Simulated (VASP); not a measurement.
A run of VASP 6.6.1 is set up as follows.

File INCAR:

```
ALGO = Normal ; EDIFF = 1E-6
ENCUT = 520 ; GGA = PS
ISIF = 2 ; ISMEAR = 0
LASPH = True ; LCHARG = False
LREAL = False ; LWAVE = False
NBANDS = 16 ; NELM = 80
PREC = Accurate ; SIGMA = 0.05
```

Contents of KPOINTS:

```
k-points
0
Gamma
  9 9 6
```

File POSCAR:

```
AlN
1.0
    3.3014407767      0.0000000000      0.0000000000
   -1.6507203884      2.8591315817      0.0000000000
    0.0000000000      0.0000000000      3.9330000000
Al N
2 2
Direct
    0.3333333333      0.6666666667      0.7500000000
    0.6666666667      0.3333333333      0.2500000000
    0.3333333333      0.6666666667      0.2500000000
    0.6666666667      0.3333333333      0.7500000000
```

Potentials or basis: VASP PAW PBE potentials, release 64 (Al, N).

The run is started by

```bash
$ cat potpaw_PBE.64/Al/POTCAR potpaw_PBE.64/N/POTCAR > POTCAR
$ mpirun -np 1 vasp_std > vasp.out
```

(1) What does it give for the pressure?

(2) Predict the band gap on the k mesh.

Answers

(1) 12.1 GPa.

(2) 3.81 eV.

Caveat: the cell stands under pressure; the PAW data sets were made with another functional, which shifts forces and pressure a little; an odd mesh through Γ misses points on the zone boundary, where band edges can lie.
